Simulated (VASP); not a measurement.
# Nb (Im-3m) in VASP: notebook, part 2 of 2

VASP 6.6.1.

## Step 3: Relaxation of cell and atoms, r2SCAN

This run uses another cell than the first one, of 18.43 Å³/atom.

POSCAR

```
Nb
1.0
   -1.6639500000      1.6639500000      1.6639500000
    1.6639500000     -1.6639500000      1.6639500000
    1.6639500000      1.6639500000     -1.6639500000
Nb
1
Direct
    0.0000000000      0.0000000000      0.0000000000
```

INCAR.step1

```
  PREC = Accurate
  ENCUT = 550
  ISMEAR = 1
  SIGMA = 0.05
  LREAL = F
  LASPH = T
  NELM = 120
  GGA = PE
  ALGO = Normal
  EDIFF = 1E-5
  LWAVE = T
  LCHARG = F
  GGA_COMPAT = F
  IBRION = 2
  ISIF = 3
  EDIFFG = -0.005
  NELMIN = 4
  NSW = 100
```

INCAR.step2

```
  PREC = Accurate
  ENCUT = 550
  EDIFF = 1E-7
  ISMEAR = 1
  SIGMA = 0.05
  LREAL = F
  LASPH = T
  NELM = 120
  ALGO = Normal
  ISIF = 3
  LWAVE = F
  LCHARG = F
  METAGGA = R2SCAN
  LMIXTAU = T
  IBRION = 2
  NSW = 80
  EDIFFG = -0.03
  ISTART = 1
  GGA_COMPAT = F
  NELMIN = 4
```

KPOINTS

```
Automatic mesh
0
Gamma
  11 11 11
```

Potentials or basis: VASP PAW PBE potentials, release 64 (Nb_sv).

Started as:

```
$ cat potpaw_PBE.64/Nb_sv/POTCAR > POTCAR
$ cp INCAR.step1 INCAR
$ mpirun -np 1 vasp_std > vasp.out
$ cp INCAR.step2 INCAR
$ mpirun -np 1 vasp_std > vasp.out
```

OUTCAR:

```text
PREC = Accurate
   ENCUT = 550
   EDIFF = 1E-7
   ISMEAR = 1
   LREAL = F
   LASPH = T
   NELM = 120
   ISIF = 3
   METAGGA = R2SCAN
   IBRION = 2
   NSW = 80
   EDIFFG = -0.03
   ISTART = 1
   NELMIN = 4

 ion  position               nearest neighbor table
   1  0.000  0.000  0.000-

  LATTYP: Found a body centered cubic cell.
 ALAT       =     3.3279000000

  Lattice vectors:

 A1 = (  -1.6639500000,   1.6639500000,   1.6639500000)
 A2 = (   1.6639500000,  -1.6639500000,   1.6639500000)
 A3 = (   1.6639500000,   1.6639500000,  -1.6639500000)

Analysis of symmetry for initial positions (statically):
=====================================================================
 Subroutine PRICEL returns:
 Original cell was already a primitive cell.

 Routine SETGRP: Setting up the symmetry group for a
 body centered cubic supercell.

 Subroutine GETGRP returns: Found 48 space group operations
 (whereof 48 operations were pure point group operations)
 out of a pool of 48 trial point group operations.

The static configuration has the point symmetry O_h .

Analysis of symmetry for dynamics (positions and initial velocities):
=====================================================================
 Subroutine PRICEL returns:
 Original cell was already a primitive cell.

 Routine SETGRP: Setting up the symmetry group for a
 body centered cubic supercell.

 Subroutine GETGRP returns: Found 48 space group operations
 (whereof 48 operations were pure point group operations)
 out of a pool of 48 trial point group operations.

The dynamic configuration has the point symmetry O_h .

 Subroutine INISYM returns: Found 48 space group operations
 (whereof 48 operations are pure point group operations),
 and found     1 'primitive' translations

----------------------------------------------------------------------------------------

                                     Primitive cell

  volume of cell :      18.4281

  direct lattice vectors                    reciprocal lattice vectors
    -1.663950000  1.663950000  1.663950000     0.000000000  0.300489798  0.300489798
     1.663950000 -1.663950000  1.663950000     0.300489798  0.000000000  0.300489798
     1.663950000  1.663950000 -1.663950000     0.300489798  0.300489798  0.000000000

  length of vectors
     2.882045941  2.882045941  2.882045941     0.424956748  0.424956748  0.424956748

  position of ions in fractional coordinates (direct lattice)
     0.000000000  0.000000000  0.000000000

  ion indices of the primitive-cell ions
   primitive index   ion index
                 1           1

----------------------------------------------------------------------------------------

 KPOINTS: Automatic mesh

Automatic generation of k-mesh.
 Grid dimensions read from file:
 generate k-points for:   11   11   11

 Generating k-lattice:
[... 45 lines left out ...]
   number of dos      NEDOS =    301   number of ions     NIONS =      1
   total plane-waves  NPLWV =  13824
   dimension x,y,z NGX =    24 NGY =   24 NGZ =   24
   dimension x,y,z NGXF=    48 NGYF=   48 NGZF=   48
   ions per type =               1
   NGX,Y,Z   is equivalent  to a cutoff of  13.84, 13.84, 13.84 a.u.
   NGXF,Y,Z  is equivalent  to a cutoff of  27.69, 27.69, 27.69 a.u.
 SYSTEM =  unknown system
   PREC   = accura    normal or accurate (medium, high low for compatibility)
   ISTART =      1    job   : 0-new  1-cont  2-samecut
   ICHARG =      0    charge: 1-file 2-atom 10-const
   ISPIN  =      1    spin polarized calculation?
   LNONCOLLINEAR =      F non collinear calculations
   LSORBIT =      F    spin-orbit coupling
   LASPH  =      T    aspherical Exc in radial PAW
   ENCUT  =  550.0 eV  40.42 Ry    6.36 a.u.   5.51  5.51  5.51*2*pi/ulx,y,z
   NELM   =    120;   NELMIN=  4; NELMDL=  0     # of ELM steps
   EDIFF  = 0.1E-06   stopping-criterion for ELM
   LREAL  =      F    real-space projection
   EDIFFG = -.3E-01   stopping-criterion for IOM
   NSW    =     80    number of steps for IOM
   IBRION =      2    ionic relax: 0-MD 1-quasi-New 2-CG
   NFREE  =      1    steps in history (QN), initial steepest desc. (CG)
   ISIF   =      3    stress and relaxation
   ISYM   =      2    0-nonsym 1-usesym 2-fastsym
   POTIM  = 0.5000    time-step for ionic-motion
   TEBEG  =    0.0;   TEEND  =   0.0 temperature during run
   PSTRESS=    0.0 pullay stress
   NELECT =      13.0000    total number of electrons
   NUPDOWN=      -1.0000    fix difference up-down
   EMIN   =  10.00;   EMAX   =-10.00  energy-range for DOS
   EFERMI =   0.00;   METHOD = LEGACY
   ISMEAR =     1;   SIGMA  =   0.05  broadening in eV -4-tet -1-fermi 0-gaus
   EFERMI_NEDOS =   21; number of points for ismear=-14 and -15
   IALGO  =     38    algorithm
   IMIX   =      4    mixing-type and parameters
     AMIX     =   0.40;   BMIX     =  1.00
     AMIX_MAG =   1.60;   BMIX_MAG =  1.00
  volume/ion in A,a.u.               =      18.43       124.36
  Fermi-wavevector in a.u.,A,eV,Ry     =   1.457345  2.753983 28.896790  2.123854
  Thomas-Fermi vector in A             =   2.574157
   LORBIT       =      0    0 simple, 1 ext, 2 COOP (PROOUT), +10 PAW based schemes
   METAGGA = R2SCAN    functional components
   LHFCALC =     F    Hartree Fock is set to
   AEXX    =    0.0000 exact exchange contribution
   IVDW    =     0    specifies the selected vdW correction
   LEPSILON=     F    determine dielectric tensor
   LRPA    =     F    only Hartree local field effects (RPA)
 conjugate gradient relaxation of ions
 non-spin polarized calculation
 Methfessel and Paxton  Order N= 1 SIGMA  =   0.05
  energy-cutoff  :      550.00
  volume of cell :       18.43
 maximum number of plane-waves:       555
 NGX is ok and might be reduce to    24
   NGX = 11   NGY = 11   NGZ = 11

--------------------------------------- Ionic step        1  -------------------------------------------

 number of electron      12.9999999 magnetization

 Free energy of the ion-electron system (eV)
  ---------------------------------------------------
  ext. energy  EPLUGINS =         0.00000000
  ---------------------------------------------------
  free energy    TOTEN  =       -24.83217633 eV

  energy without entropy =      -24.83180286  energy(sigma->0) =      -24.83205184

------------------------ aborting loop because EDIFF is reached ----------------------------------------

  FORCE on cell =-STRESS in cart. coord.  units (eV):
  Direction    XX          YY          ZZ          XY          YZ          ZX
  --------------------------------------------------------------------------------------
  -------------------------------------------------------------------------------------
  Total       -0.3864949     -0.3864949     -0.3864949     -0.0000000      0.0000000     -0.0000000
  in kB      -33.6026539    -33.6026539    -33.6026539     -0.0000000      0.0000000     -0.0000000
  external PRESSURE =     -33.6026539 kB  Pullay stress =       0.0000000 kB
[... 57 lines left out ...]
--------------------------------------- Ionic step        3  -------------------------------------------

 number of electron      13.0000000 magnetization

 Free energy of the ion-electron system (eV)
  ---------------------------------------------------
  ext. energy  EPLUGINS =         0.00000000
  ---------------------------------------------------
  free energy    TOTEN  =       -24.83574086 eV

  energy without entropy =      -24.83534982  energy(sigma->0) =      -24.83561051

 E-fermi :  11.0107     XC(G=0): -13.5998

 val. band max:       11.0074760769   @ k =  -0.3636   0.3636   0.1818
 cond. band min:      11.0438679586   @ k =  -0.1818   0.1818   0.0909
 fundamental gap:      0.0363918817
 Fermi energy:        11.0107061954

 k-point     1 :       0.0000    0.0000    0.0000
  band No.  band energies     occupation
      1     -45.1170      2.00000
      2     -19.6655      2.00000
      3     -19.6655      2.00000
      4     -19.6655      2.00000
      5       4.7812      2.00000
      6      11.5010     -0.00000
      7      11.5010     -0.00000
      8      11.5010     -0.00000
      9      14.6070      0.00000
     10      14.6070      0.00000
[... 287 lines left out ...]
 k-point    24 :       0.3636    0.1818    0.0909
  band No.  band energies     occupation
      1     -44.8394      2.00000
      2     -20.8413      2.00000
      3     -20.3095      2.00000
      4     -19.9024      2.00000
      5       8.5490      2.00000
      6       9.4148      2.00000
      7      11.3105     -0.00000
      8      14.9934      0.00000
      9      15.4243      0.00000
     10      20.4231      0.00000

 [... further k-points ...]

------------------------ aborting loop because EDIFF is reached ----------------------------------------

  FORCE on cell =-STRESS in cart. coord.  units (eV):
  Direction    XX          YY          ZZ          XY          YZ          ZX
  --------------------------------------------------------------------------------------
  -------------------------------------------------------------------------------------
  Total       -0.0109765     -0.0109765     -0.0109765      0.0000000     -0.0000000      0.0000000
  in kB       -0.9714376     -0.9714376     -0.9714376      0.0000000     -0.0000000      0.0000000
  external PRESSURE =      -0.9714376 kB  Pullay stress =       0.0000000 kB
[... 16 lines left out ...]
  FREE ENERGIE OF THE ION-ELECTRON SYSTEM (eV)
  ---------------------------------------------------
  free  energy   TOTEN  =       -24.8357408571 eV

  energy  without entropy=      -24.8353498240  energy(sigma->0) =      -24.83561051

 reached required accuracy - stopping structural energy minimisation
```

Wall time 1.9 min (1 thread of Intel Xeon Platinum 8375C at 2.90GHz (Ice Lake), shared host); peak memory 0.15 GiB.

Results:

```yaml
Free_energy: -24.8357 eV
Relaxed_volume: 18.10 Å³/atom
Relaxed_cell: a = 2.865 Å, b = 2.865 Å, c = 2.865 Å, α = 109.47°, β = 109.47°, γ = 109.47°
Space_group_after_relaxing_to_0.1_Å: Im-3m (No. 229)
Energy_gained_by_relaxing: 3.6 meV/atom
Ionic_steps: 3
Pressure_after_relaxing: -0.1 GPa
Band_gap_on_the_k_mesh: zero (an odd number of electrons rules out a gap without spin polarisation)
```

Step by step:
| step | energy change (eV) | largest force (eV/Å) | pressure (GPa) | volume (Å³) |
| --- | --- | --- | --- | --- |
| 1 | 0.0000 | 0.0000 | -3.36 | 18.43 |
| 2 | 0.0123 | 0.0000 | 7.52 | 17.42 |
| 3 | -0.0036 | 0.0000 | -0.10 | 18.10 |

Final structure:
```cif
data_structure
_symmetry_space_group_name_H-M 'P 1'
_symmetry_Int_Tables_number 1
_cell_length_a 2.8650
_cell_length_b 2.8650
_cell_length_c 2.8650
_cell_angle_alpha 109.471
_cell_angle_beta 109.471
_cell_angle_gamma 109.471
_cell_volume 18.10
loop_
_atom_site_label
_atom_site_type_symbol
_atom_site_fract_x
_atom_site_fract_y
_atom_site_fract_z
_atom_site_occupancy
Nb1 Nb 0.00000 0.00000 0.00000 1
```

Levels at points of the mesh, in eV from the Fermi level:
```
           k point  band 3  band 4  band 5  band 6  band 7  band 8  band 9  band 10
(0.00, 0.00, 0.00)  -30.68  -30.68   -6.23    0.49    0.49    0.49    3.60     3.60
```

Caveat: the PAW data sets were made with another functional, which shifts forces and pressure a little.
